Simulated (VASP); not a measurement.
A run of VASP 6.6.1 is set up as follows.

File INCAR:

```
ALGO = Normal
EDIFF = 1E-6
ENCUT = 520
GGA = CA
ISIF = 2
ISMEAR = 0
LASPH = T
LCHARG = T
LELF = T
LREAL = F
LVHAR = T
LWAVE = F
NBANDS = 16
NELM = 100
PREC = Accurate
SIGMA = 0.1
```

Contents of KPOINTS:

```
k-points
0
Gamma
  8 8 8
```

POSCAR

```
TiN
1.0
    0.0000000000      2.0862956476      2.0862956476
    2.0862956476      0.0000000000      2.0862956476
    2.0862956476      2.0862956476      0.0000000000
Ti N
1 1
Direct
    0.0000000000      0.0000000000      0.0000000000
    0.5000000000      0.5000000000      0.5000000000
```

Potentials or basis: VASP PAW LDA potentials, release 64 (Ti_sv, N).

The run is started by

```bash
$ cat potpaw_LDA.64/Ti_sv/POTCAR potpaw_LDA.64/N/POTCAR > POTCAR
$ mpirun -np 1 vasp_std > vasp.out
```

Question: Estimate the pressure.

Answer: 1.1 GPa.
